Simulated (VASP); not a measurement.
# SnSe (Fm-3m) in VASP: further runs, part 2 of 3

VASP 6.6.1. The steps go on from the part before.

### 3 Relaxation of the atoms, PBE (28.36 Å³/atom)

This run uses another cell than the first one, of 28.36 Å³/atom.

Input file INCAR:

```
SYSTEM = SnSe
PREC = Accurate ; ENCUT = 450
EDIFF = 1E-7 ; ISMEAR = -1
SIGMA = 0.02 ; LREAL = .False.
LASPH = .True. ; NELM = 120
ALGO = Normal ; ISIF = 2
LWAVE = .False. ; LCHARG = .False.
GGA = PE ; IBRION = 2
NSW = 80 ; EDIFFG = -0.02
GGA_COMPAT = .False. ; NELMIN = 4
```

Input file KPOINTS:

```
Automatic mesh
0
Gamma
  13 13 13
  0 0 0
```

Input file POSCAR:

```
SnSe
1.0
    0.0000000000      3.0496098055      3.0496098055
    3.0496098055      0.0000000000      3.0496098055
    3.0496098055      3.0496098055      0.0000000000
Sn Se
1 1
Direct
    0.0000000000      0.0000000000      0.0000000000
    0.5000000000      0.5000000000      0.5000000000
```

Potentials or basis: VASP PAW PBE potentials, release 64 (Sn_d, Se).

Started as:

```
$ cat potpaw_PBE.64/Sn_d/POTCAR potpaw_PBE.64/Se/POTCAR > POTCAR
$ mpirun -np 1 vasp_std > vasp.out
```

OUTCAR:

```text
SYSTEM = SnSe
   PREC = Accurate
   ENCUT = 450
   EDIFF = 1E-7
   ISMEAR = -1
   LREAL = .False.
   LASPH = .True.
   NELM = 120
   ISIF = 2
   GGA = PE
   IBRION = 2
   NSW = 80
   EDIFFG = -0.02
   NELMIN = 4

 ion  position               nearest neighbor table
   1  0.000  0.000  0.000-   2 3.05   2 3.05   2 3.05   2 3.05   2 3.05   2 3.05
   2  0.500  0.500  0.500-   1 3.05   1 3.05   1 3.05   1 3.05   1 3.05   1 3.05

  LATTYP: Found a face centered cubic cell.
 ALAT       =     6.0992196110

  Lattice vectors:

 A1 = (   0.0000000000,   3.0496098055,   3.0496098055)
 A2 = (   3.0496098055,   0.0000000000,   3.0496098055)
 A3 = (   3.0496098055,   3.0496098055,   0.0000000000)

Analysis of symmetry for initial positions (statically):
=====================================================================
 Subroutine PRICEL returns:
 Original cell was already a primitive cell.

 Routine SETGRP: Setting up the symmetry group for a
 face centered cubic supercell.

 Subroutine GETGRP returns: Found 48 space group operations
 (whereof 48 operations were pure point group operations)
 out of a pool of 48 trial point group operations.

The static configuration has the point symmetry O_h .

Analysis of symmetry for dynamics (positions and initial velocities):
=====================================================================
 Subroutine PRICEL returns:
 Original cell was already a primitive cell.

 Routine SETGRP: Setting up the symmetry group for a
 face centered cubic supercell.

 Subroutine GETGRP returns: Found 48 space group operations
 (whereof 48 operations were pure point group operations)
 out of a pool of 48 trial point group operations.

The dynamic configuration has the point symmetry O_h .

 Subroutine INISYM returns: Found 48 space group operations
 (whereof 48 operations are pure point group operations),
 and found     1 'primitive' translations

----------------------------------------------------------------------------------------
[... 118 lines left out ...]
   GGA     = PE    functional components
   LHFCALC =     F    Hartree Fock is set to
   AEXX    =    0.0000 exact exchange contribution
   IVDW    =     0    specifies the selected vdW correction
   LEPSILON=     F    determine dielectric tensor
   LRPA    =     F    only Hartree local field effects (RPA)
 conjugate gradient relaxation of ions
 non-spin polarized calculation
  energy-cutoff  :      450.00
  volume of cell :       56.72
 maximum number of plane-waves:      1252
 NGX is ok and might be reduce to    30
   NGX = 15   NGY = 15   NGZ = 15

 number of electron      19.9999997 magnetization

 Free energy of the ion-electron system (eV)
  ---------------------------------------------------
  ext. energy  EPLUGINS =         0.00000000
  ---------------------------------------------------
  free energy    TOTEN  =        -8.21268850 eV

  energy without entropy =       -8.21268841  energy(sigma->0) =       -8.21268846

 E-fermi :   5.3341     XC(G=0):  -9.4188

 val. band max:        5.1106136782   @ k =   0.4615   0.0000   0.0000
 cond. band min:       5.5772795100   @ k =  -0.4615   0.0769   0.0000
 fundamental gap:      0.4666658318
 Fermi energy:         5.3340818276

 k-point     1 :       0.0000    0.0000    0.0000
  band No.  band energies     occupation
      1     -16.4564      2.00000
      2     -16.4564      2.00000
      3     -16.4564      2.00000
      4     -16.4525      2.00000
      5     -16.4525      2.00000
      6      -8.4391      2.00000
      7      -0.0239      2.00000
      8       3.0891      2.00000
      9       3.0891      2.00000
     10       3.0891      2.00000
     11       9.3324      0.00000
     12       9.3324      0.00000
     13       9.3324      0.00000
     14      11.0761      0.00000
[... 377 lines left out ...]
      1     -16.4623      2.00000
      2     -16.4561      2.00000
      3     -16.4540      2.00000
      4     -16.4475      2.00000
      5     -16.4442      2.00000
      6      -7.5924      2.00000
      7      -2.3174      2.00000
      8       2.3407      2.00000
      9       2.7223      2.00000
     10       3.9311      2.00000
     11       6.6677      0.00000
     12       7.5460      0.00000
     13       8.1532      0.00000
     14      11.4257      0.00000

 [... further k-points ...]
[... 5 lines left out ...]
  --------------------------------------------------------------------------------------
  -------------------------------------------------------------------------------------
  Total       -0.2892455     -0.2892455     -0.2892455     -0.0000000     -0.0000000      0.0000000
  in kB       -8.1698551     -8.1698551     -8.1698551     -0.0000000     -0.0000000      0.0000000
  external PRESSURE =      -8.1698551 kB  Pullay stress =       0.0000000 kB

 VOLUME and BASIS-vectors are now :
 -----------------------------------------------------------------------------
  energy-cutoff  :      450.00
  volume of cell :       56.72
      direct lattice vectors                 reciprocal lattice vectors
     0.000000000  3.049609805  3.049609805    -0.163955401  0.163955401  0.163955401
     3.049609805  0.000000000  3.049609805     0.163955401 -0.163955401  0.163955401
     3.049609805  3.049609805  0.000000000     0.163955401  0.163955401 -0.163955401

 POSITION                                       TOTAL-FORCE (eV/Angst)
 -----------------------------------------------------------------------------------
      0.00000      0.00000      0.00000        -0.000000      0.000000     -0.000000
      3.04961      3.04961      3.04961         0.000000     -0.000000      0.000000
 -----------------------------------------------------------------------------------
    total drift:                               -0.000000      0.000000      0.000000

  FREE ENERGIE OF THE ION-ELECTRON SYSTEM (eV)
  ---------------------------------------------------
  free  energy   TOTEN  =        -8.2126885041 eV

  energy  without entropy=       -8.2126884147  energy(sigma->0) =       -8.21268846

 reached required accuracy - stopping structural energy minimisation
```

OSZICAR:

```text
N       E                     dE             d eps       ncg     rms          rms(c)
DAV:   1     0.122798194024E+03    0.12280E+03   -0.93108E+03  2382   0.157E+03
DAV:   2     0.264546701847E+01   -0.12015E+03   -0.11784E+03  2538   0.360E+02
DAV:   3    -0.815417029062E+01   -0.10800E+02   -0.10723E+02  3018   0.996E+01
DAV:   4    -0.841519329587E+01   -0.26102E+00   -0.26085E+00  2546   0.177E+01
DAV:   5    -0.842379306667E+01   -0.85998E-02   -0.85996E-02  3386   0.303E+00    0.290E+00
DAV:   6    -0.821095919837E+01    0.21283E+00   -0.58119E-01  3192   0.495E+00    0.171E+00
DAV:   7    -0.821027558118E+01    0.68362E-03   -0.90172E-02  2566   0.154E+00    0.876E-01
DAV:   8    -0.821266117737E+01   -0.23856E-02   -0.89284E-03  2568   0.101E+00    0.984E-02
DAV:   9    -0.821259110845E+01    0.70069E-04   -0.12402E-03  3130   0.324E-01    0.614E-02
DAV:  10    -0.821268015967E+01   -0.89051E-04   -0.19777E-04  2550   0.106E-01    0.160E-02
DAV:  11    -0.821268806373E+01   -0.79041E-05   -0.26879E-05  2718   0.521E-02    0.286E-03
DAV:  12    -0.821268862879E+01   -0.56507E-06   -0.24029E-06  2874   0.178E-02    0.151E-03
DAV:  13    -0.821268849663E+01    0.13216E-06   -0.22177E-07  2574   0.368E-03    0.125E-03
DAV:  14    -0.821268850409E+01   -0.74601E-08   -0.40958E-08  1530   0.243E-03
   1 F= -.82126885E+01 E0= -.82126885E+01  d E =-.821269E+01
```

CONTCAR:

```text
SnSe
   1.00000000000000
     0.0000000000000000    3.0496098054999998    3.0496098054999998
     3.0496098054999998    0.0000000000000000    3.0496098054999998
     3.0496098054999998    3.0496098054999998    0.0000000000000000
  Sn              Se
     1     1
Direct
     0.0000000000000000    0.0000000000000000    0.0000000000000000
     0.5000000000000000    0.5000000000000000    0.5000000000000000

  0.00000000E+00  0.00000000E+00  0.00000000E+00
  0.00000000E+00  0.00000000E+00  0.00000000E+00
```

It took 87 s on 1 thread of Intel Xeon 8259CL, shared host; peak memory 0.21 GiB.

What came out:

```yaml
Free_energy: -8.2127 eV
Pressure_after_relaxing: -0.8 GPa
```

Final structure:
```
Sn Se
1.0
     0.00000    3.04961    3.04961
     3.04961    0.00000    3.04961
     3.04961    3.04961    0.00000
Sn Se
1 1
Direct
  0.00000 0.00000 0.00000
  0.50000 0.50000 0.50000
```

Caveat: the relaxation stopped at its first step, so nothing moved; this odd mesh misses L, so gap, dielectric constants and Born charges aren't listed; spin-orbit coupling is left out, which moves the levels of the heavy elements.

[end of part 2 of 3]
